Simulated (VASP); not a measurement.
The system is KF.

```
K F
1.0
     0.00000    2.68954    2.68954
     2.68954    0.00000    2.68954
     2.68954    2.68954    0.00000
K F
1 1
Direct
  0.00000 0.00000 0.00000
  0.50000 0.50000 0.50000
```

Base run:

| Property | Result |
| --- | --- |
| Program | VASP 6.6.1 |
| Functional | r2SCAN |
| Potentials or basis | VASP PAW PBE potentials, release 64 (K_sv, F) |
| Cutoff | 520 eV |
| k mesh | 9 × 9 × 9 |
| Occupations | fermi-dirac, width 0.05 eV |
| Spin | no spin polarisation |

Its results: band gap on the k mesh 6.72 eV; pressure -1.2 GPa.

The run is repeated on the same cell with these changes: functional from r2SCAN to LDA; potentials or basis from VASP PAW PBE potentials, release 64 (K_sv, F) to VASP PAW LDA potentials, release 64 (K_sv, F). What comes out?

Band gap on the k mesh 5.69 eV; pressure -3.9 GPa.

Caveats: an odd mesh through Γ misses points on the zone boundary, where band edges can lie; the PAW data sets were made with another functional, which shifts forces and pressure a little (at least some runs); the cell stands under tension (at least some runs).
